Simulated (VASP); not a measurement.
# MnO (I4/mmm) in VASP: single point with PBEsol

Aim: the single point of MnO with PBEsol.

Program: VASP 6.6.1. These are calculated values, not measurements. Logs are shortened: lines on timing, memory, paths and dates and some standing lists are left out, and cuts for length are marked.

**1. The cell of the first run**

It takes space group I4/mmm (No. 139, tetragonal). The conventional cell has a = 3.142 Å, b = 3.142 Å, c = 4.666 Å, α = 90.00°, β = 90.00°, γ = 90.00°. Mn (site symmetry 4/mmm) has 6 O at 2.22 to 2.33 Å within 2.9 Å. Within 2.9 Å of O (site symmetry 4/mmm) lie 6 Mn at 2.22 to 2.33 Å.

**2. Single point, PBEsol, collinear spin, ferromagnetic start (strain +0.0500 x Voigt [0, 1, 0, 0, 0, 0])**

INCAR reads:

```
SYSTEM = MnO
PREC     = Accurate       ! precision mode
ENCUT    = 520            ! plane-wave cutoff, eV
EDIFF    = 1E-6           ! SCF threshold, eV
ISMEAR   = 0              ! smearing method
SIGMA    = 0.15           ! smearing width, eV
LREAL    = .False.        ! projectors in reciprocal space
LASPH    = .True.         ! aspherical terms in the spheres
NELM     = 150            ! most SCF steps
ALGO     = Normal         ! electronic algorithm
ISIF     = 2              ! what is computed and relaxed
LWAVE    = .False.        ! write WAVECAR
LCHARG   = .True.         ! write CHGCAR
ISPIN    = 2              ! spin polarisation
MAGMOM   = 4.41 0.25      ! initial moments
LORBIT   = 11             ! projections on sites
LMAXMIX  = 4              ! l up to which the mixer works
GGA      = PS             ! functional
LELF     = .True.         ! ELF
LVHAR    = .True.       
NBANDS   = 20             ! bands
```

KPOINTS reads:

```
regular mesh
0
Gamma
  18 18 18
  0 0 0
```

POSCAR reads:

```
MnO
1.0
    0.0000000000      2.3331000000      2.2220000000
    2.2220000000      0.0000000000      2.2220000000
    2.2220000000      2.3331000000      0.0000000000
Mn O
1 1
Direct
    0.0000000000      0.0000000000      0.0000000000
    0.5000000000      0.5000000000      0.5000000000
```

Potentials or basis: VASP PAW PBE potentials, release 64 (Mn_pv, O).

On the command line:

```
$ cat potpaw_PBE.64/Mn_pv/POTCAR potpaw_PBE.64/O/POTCAR > POTCAR
$ mpirun -np 1 vasp_std > vasp.out
```

OUTCAR:

```text
SYSTEM = MnO
   PREC = Accurate
   ENCUT = 520
   EDIFF = 1E-6
   ISMEAR = 0
   LREAL = .False.
   LASPH = .True.
   NELM = 150
   ISIF = 2
   ISPIN = 2
   LORBIT = 11
   GGA = PS

 ion  position               nearest neighbor table
   1  0.000  0.000  0.000-   2 2.22   2 2.22   2 2.22   2 2.22   2 2.33   2 2.33
   2  0.500  0.500  0.500-   1 2.22   1 2.22   1 2.22   1 2.22   1 2.33   1 2.33

  LATTYP: Found a body centered tetragonal cell.
 ALAT       =     3.1423825356
 C/A-ratio  =     1.4849242405

  Lattice vectors:

 A1 = (   0.0000000000,  -2.3331000000,   2.2220000000)
 A2 = (   0.0000000000,  -2.3331000000,  -2.2220000000)
 A3 = (   2.2220000000,   2.3331000000,   0.0000000000)

Analysis of symmetry for initial positions (statically):
=====================================================================
 Subroutine PRICEL returns:
 Original cell was already a primitive cell.

 Routine SETGRP: Setting up the symmetry group for a
 body centered tetragonal supercell.

 Subroutine GETGRP returns: Found 16 space group operations
 (whereof 16 operations were pure point group operations)
 out of a pool of 16 trial point group operations.

The static configuration has the point symmetry D_4h.

Analysis of symmetry for dynamics (positions and initial velocities):
=====================================================================
 Subroutine PRICEL returns:
 Original cell was already a primitive cell.

 Routine SETGRP: Setting up the symmetry group for a
 body centered tetragonal supercell.

 Subroutine GETGRP returns: Found 16 space group operations
 (whereof 16 operations were pure point group operations)
 out of a pool of 16 trial point group operations.

The dynamic configuration has the point symmetry D_4h.

Analysis of structural, dynamic, and magnetic symmetry:
=====================================================================
 Subroutine PRICEL returns:
 Original cell was already a primitive cell.

 Routine SETGRP: Setting up the symmetry group for a
 body centered tetragonal supercell.

 Subroutine GETGRP returns: Found 16 space group operations
 (whereof 16 operations were pure point group operations)
 out of a pool of 16 trial point group operations.

The overall configuration has the point symmetry D_4h.

 Subroutine INISYM returns: Found 16 space group operations
 (whereof 16 operations are pure point group operations),
 and found     1 'primitive' translations

----------------------------------------------------------------------------------------

                                     Primitive cell

  volume of cell :      23.0384

  direct lattice vectors                    reciprocal lattice vectors
     0.000000000  2.333100000  2.222000000    -0.225022502  0.214307145  0.225022502
     2.222000000  0.000000000  2.222000000     0.225022502 -0.214307145  0.225022502
     2.222000000  2.333100000  0.000000000     0.225022502  0.214307145 -0.225022502

  length of vectors
     3.221900000  3.142382536  3.221900000     0.383663662  0.383663662  0.383663662

  position of ions in fractional coordinates (direct lattice)
     0.000000000  0.000000000  0.000000000
     0.500000000  0.500000000  0.500000000

  ion indices of the primitive-cell ions
   primitive index   ion index
                 1           1
                 2           2

----------------------------------------------------------------------------------------

 KPOINTS: regular mesh

Automatic generation of k-mesh.
 Grid dimensions read from file:
 generate k-points for:   18   18   18

 Generating k-lattice:

  Cartesian coordinates                     Fractional coordinates (reciprocal lattice)
    -0.012501250  0.011905953  0.012501250     0.055555556  0.000000000 -0.000000000
     0.012501250 -0.011905953  0.012501250     0.000000000  0.055555556  0.000000000
     0.012501250  0.011905953 -0.012501250    -0.000000000  0.000000000  0.055555556

  Length of vectors
     0.021314648  0.021314648  0.021314648

  Shift w.r.t. Gamma in fractional coordinates (k-lattice)
     0.000000000  0.000000000  0.000000000

 Subroutine IBZKPT returns following result:
 ===========================================

 Found    480 irreducible k-points:

 Following reciprocal coordinates:
            Coordinates               Weight
  0.000000  0.000000  0.000000      1.000000
  0.055556  0.000000 -0.000000      8.000000
  0.111111  0.000000 -0.000000      8.000000
  0.166667  0.000000 -0.000000      8.000000
  0.222222  0.000000  0.000000      8.000000
  0.277778  0.000000 -0.000000      8.000000
[... 16 lines left out ...]
 -0.277778  0.055556  0.000000     16.000000
 -0.222222  0.055556  0.000000     16.000000
 [... further k-points ...]
   k-points           NKPTS =    480   k-points in BZ     NKDIM =    480   number of bands    NBANDS=     20
   number of dos      NEDOS =    301   number of ions     NIONS =      2
   total plane-waves  NPLWV =  13824
   dimension x,y,z NGX =    24 NGY =   24 NGZ =   24
   dimension x,y,z NGXF=    48 NGYF=   48 NGZF=   48
   ions per type =               1   1
   NGX,Y,Z   is equivalent  to a cutoff of  12.38, 12.70, 12.38 a.u.
   NGXF,Y,Z  is equivalent  to a cutoff of  24.77, 25.39, 24.77 a.u.
 SYSTEM =  MnO
   PREC   = accura    normal or accurate (medium, high low for compatibility)
   ISTART =      0    job   : 0-new  1-cont  2-samecut
   ICHARG =      2    charge: 1-file 2-atom 10-const
   ISPIN  =      2    spin polarized calculation?
   LNONCOLLINEAR =      F non collinear calculations
   LSORBIT =      F    spin-orbit coupling
   LASPH  =      T    aspherical Exc in radial PAW
   ENCUT  =  520.0 eV  38.22 Ry    6.18 a.u.   5.99  5.84  5.99*2*pi/ulx,y,z
   NELM   =    150;   NELMIN=  2; NELMDL= -5     # of ELM steps
   EDIFF  = 0.1E-05   stopping-criterion for ELM
   LREAL  =      F    real-space projection
   EDIFFG = 0.1E-04   stopping-criterion for IOM
   NSW    =      0    number of steps for IOM
   IBRION =     -1    ionic relax: 0-MD 1-quasi-New 2-CG
   NFREE  =      0    steps in history (QN), initial steepest desc. (CG)
   ISIF   =      2    stress and relaxation
   ISYM   =      2    0-nonsym 1-usesym 2-fastsym
   POTIM  = 0.5000    time-step for ionic-motion
   TEBEG  =    0.0;   TEEND  =   0.0 temperature during run
   PSTRESS=    0.0 pullay stress
   NELECT =      19.0000    total number of electrons
   NUPDOWN=      -1.0000    fix difference up-down
   EMIN   =  10.00;   EMAX   =-10.00  energy-range for DOS
   EFERMI =   0.00;   METHOD = LEGACY
   ISMEAR =     0;   SIGMA  =   0.15  broadening in eV -4-tet -1-fermi 0-gaus
   EFERMI_NEDOS =   21; number of points for ismear=-14 and -15
   IALGO  =     38    algorithm
   IMIX   =      4    mixing-type and parameters
     AMIX     =   0.40;   BMIX     =  1.00
     AMIX_MAG =   1.60;   BMIX_MAG =  1.00
  volume/ion in A,a.u.               =      11.52        77.74
  Fermi-wavevector in a.u.,A,eV,Ry     =   1.535237  2.901178 32.068305  2.356954
  Thomas-Fermi vector in A             =   2.642054
   LORBIT       =     11    0 simple, 1 ext, 2 COOP (PROOUT), +10 PAW based schemes
   GGA     = PS    functional components
   LHFCALC =     F    Hartree Fock is set to
   AEXX    =    0.0000 exact exchange contribution
   IVDW    =     0    specifies the selected vdW correction
   LEPSILON=     F    determine dielectric tensor
   LRPA    =     F    only Hartree local field effects (RPA)
 spin polarized calculation
 Gauss-broadening in eV      SIGMA  =   0.15
  energy-cutoff  :      520.00
  volume of cell :       23.04
 maximum number of plane-waves:       636
   NGX = 11   NGY = 11   NGZ = 11

 number of electron      18.9999990 magnetization       4.8264669

 Free energy of the ion-electron system (eV)
  ---------------------------------------------------
  ext. energy  EPLUGINS =         0.00000000
  ---------------------------------------------------
  free energy    TOTEN  =       -17.16272875 eV

  energy without entropy =      -17.15503431  energy(sigma->0) =      -17.15888153

 E-fermi :   6.8029     XC(G=0): -11.8326

 val. band max:        6.8028499102   @ k =   0.5000   0.3889   0.1111
 cond. band min:       6.8036127903   @ k =   0.1111   0.0000   0.0556
 fundamental gap:      0.0007628801
 Fermi energy:         6.8028777799

 spin component 1

 k-point     1 :       0.0000    0.0000    0.0000
  band No.  band energies     occupation
      1     -43.4175      1.00000
      2     -43.4065      1.00000
      3     -43.4065      1.00000
      4     -13.0185      1.00000
      5       3.2154      1.00000
      6       3.2154      1.00000
[... 12 lines left out ...]
     19      26.1630      0.00000
     20      26.1630      0.00000

 k-point     2 :       0.0556    0.0000   -0.0000
  band No.  band energies     occupation
      1     -43.4182      1.00000
      2     -43.4077      1.00000
      3     -43.4066      1.00000
      4     -12.9934      1.00000
      5       2.8699      1.00000
      6       2.9966      1.00000
[... 498 lines left out ...]
 k-point    24 :      -0.2222    0.0556    0.0000
  band No.  band energies     occupation
      1     -43.4360      1.00000
      2     -43.4169      1.00000
      3     -43.4100      1.00000
      4     -12.6020      1.00000
      5       0.5551      1.00000
      6       1.6689      1.00000
[... 12 lines left out ...]
     19      26.3720      0.00000
     20      30.1978      0.00000

 [... further k-points ...]

 spin component 2

 k-point     1 :       0.0000    0.0000    0.0000
  band No.  band energies     occupation
      1     -38.7660      1.00000
      2     -38.7660      1.00000
      3     -38.7375      1.00000
      4     -12.5549      1.00000
      5       3.6128      1.00000
      6       3.6128      1.00000
[... 12 lines left out ...]
     19      28.4154      0.00000
     20      28.4154      0.00000

 k-point     2 :       0.0556    0.0000   -0.0000
  band No.  band energies     occupation
      1     -38.7676      1.00000
      2     -38.7662      1.00000
      3     -38.7383      1.00000
      4     -12.5307      1.00000
      5       3.4319      1.00000
      6       3.5538      1.00000
[... 498 lines left out ...]
 k-point    24 :      -0.2222    0.0556    0.0000
  band No.  band energies     occupation
      1     -38.7928      1.00000
      2     -38.7705      1.00000
      3     -38.7472      1.00000
      4     -12.1545      1.00000
      5       1.4363      1.00000
      6       2.8478      1.00000
[... 12 lines left out ...]
     19      27.9413      0.00000
     20      31.6907      0.00000

 [... further k-points ...]
[... 5 lines left out ...]
  --------------------------------------------------------------------------------------
  -------------------------------------------------------------------------------------
  Total       -1.7285307     -1.4861945     -1.7285307      0.0000000      0.0000000      0.0000000
  in kB     -120.2087871   -103.3557827   -120.2087871      0.0000000      0.0000000      0.0000000
  external PRESSURE =    -114.5911190 kB  Pullay stress =       0.0000000 kB

 VOLUME and BASIS-vectors are now :
 -----------------------------------------------------------------------------
  energy-cutoff  :      520.00
  volume of cell :       23.04
      direct lattice vectors                 reciprocal lattice vectors
     0.000000000  2.333100000  2.222000000    -0.225022502  0.214307145  0.225022502
     2.222000000  0.000000000  2.222000000     0.225022502 -0.214307145  0.225022502
     2.222000000  2.333100000  0.000000000     0.225022502  0.214307145 -0.225022502

 POSITION                                       TOTAL-FORCE (eV/Angst)
 -----------------------------------------------------------------------------------
      0.00000      0.00000      0.00000         0.000000     -0.000000     -0.000000
      2.22200      2.33310      2.22200        -0.000000      0.000000      0.000000
 -----------------------------------------------------------------------------------
    total drift:                                0.000000     -0.000000     -0.000000

  FREE ENERGIE OF THE ION-ELECTRON SYSTEM (eV)
  ---------------------------------------------------
  free  energy   TOTEN  =       -17.1627287550 eV

  energy  without entropy=      -17.1550343078  energy(sigma->0) =      -17.15888153

 total charge

# of ion       s       p       d       tot
------------------------------------------
    1        0.201   6.166   4.948  11.315
    2        1.556   3.375   0.000   4.931
--------------------------------------------------
tot          1.757   9.541   4.948  16.245

 magnetization (x)

# of ion       s       p       d       tot
------------------------------------------
    1        0.035   0.025   4.305   4.365
    2        0.029   0.169   0.000   0.198
--------------------------------------------------
tot          0.064   0.194   4.305   4.563
```

Wall time 3.8 min (1 thread of AMD EPYC 9R45 (Zen 5), shared host); peak memory 0.38 GiB.

Results:

```
Free energy                                           : -17.1627 eV
Pressure                                              : -11.5 GPa
Net moment                                            : 4.83 μB per cell
Site moments                                          : Mn +4.37; O +0.20 μB
Valence electrons inside the program's atomic spheres : Mn 11.31; O 4.93
```

Caveat: the cell differs from its parent crystal (strain +0.0500 x Voigt [0, 1, 0, 0, 0, 0]); the cell stands under tension; the PAW data sets were made with another functional, which shifts forces and pressure a little; a cell with one magnetic atom can't hold antiferromagnetic order, which such compounds often take; semilocal functionals often make such compounds metallic where correlation or magnetic order opens a gap, which also shifts bond lengths.
